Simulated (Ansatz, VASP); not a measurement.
## CdS in VASP and in Ansatz

Contents of INCAR:

```
ALGO = Normal
EDIFF = 1E-8
ENCUT = 520
GGA = PS
ISIF = 2
ISMEAR = -1
LASPH = T
LCHARG = F
LEFG = T
LREAL = F
LWAVE = F
NBANDS = 26
NELM = 60
PREC = Accurate
SIGMA = 0.01
```

The input KPOINTS:

```
k-points
0
Gamma
  7 7 4
```

POSCAR

```
CdS
1.0
    4.1892106958      0.0000000000      0.0000000000
   -2.0946053479      3.6279628844      0.0000000000
    0.0000000000      0.0000000000      6.8378128164
Cd S
2 2
Direct
    0.3333333333      0.6666666667      0.0000000000
    0.6666666667      0.3333333333      0.5000000000
    0.3333333333      0.6666666667      0.3850000000
    0.6666666667      0.3333333333      0.8850000000
```

Input for Ansatz:

```yaml
crystal:
  lattice:
    - [4.1892106958, 0.0, 0.0]
    - [-2.0946053479, 3.6279628844, 0.0]
    - [0.0, 0.0, 6.8378128164]
  atoms:
    - { symbol: Cd, position: [0.3333333333, 0.6666666667, 0.0] }
    - { symbol: Cd, position: [0.6666666667, 0.3333333333, 0.5] }
    - { symbol: S, position: [0.3333333333, 0.6666666667, 0.385] }
    - { symbol: S, position: [0.6666666667, 0.3333333333, 0.885] }
kpoints:
  mp_grid: { grid: [7, 7, 4] }
scf:
  occupations: { method: fermi_dirac, width: 0.01 }
hamiltonian:
  xc: pbesol
  pseudopotentials: { kind: all_electron, datasets: crystal }
output:
  forces: true
  stress: true
  eigenvalues: true
  efg: { contact_densities: true }
```

Change from the starting cell: volume scaled by 1.04, crystal datasets.

Alike in both runs: task electric field gradients; functional PBEsol; k mesh 7 × 7 × 4; occupations fermi-dirac, width 0.01 eV; no spin polarisation.

|  | VASP | Ansatz |
| --- | --- | --- |
| version | VASP 6.6.1 | Ansatz 0.2.0 |
| potentials or method | VASP PAW PBE potentials, release 64 (Cd, S), cutoff 520 eV | all-electron PAW with datasets made for the crystal, scalar-relativistic |

Ansatz gave:

* gap on the k mesh at the Fermi level (eV): 1.00
* pressure (GPa): -2.6
* traceless stress, the component that is largest in VASP (GPa): -1.03
* rms of the force components (eV/Å): 0.121
* size of Vzz on the site where it differs most (V/Å²): 30.7

Problem. What did VASP give for the same quantities?

Solution. gap on the k mesh at the Fermi level (eV): 1.00; pressure (GPa): -2.3; traceless stress, the component that is largest in VASP (GPa): -1.08; rms of the force components (eV/Å): 0.125; size of Vzz on the site where it differs most (V/Å²): 33.4.

VASP's potentials were made for PBE, not for PBEsol. Atom by atom the forces differ by 0.004 eV/Å (rms over components). Ansatz ran all-electron here, and VASP with PAW potentials.
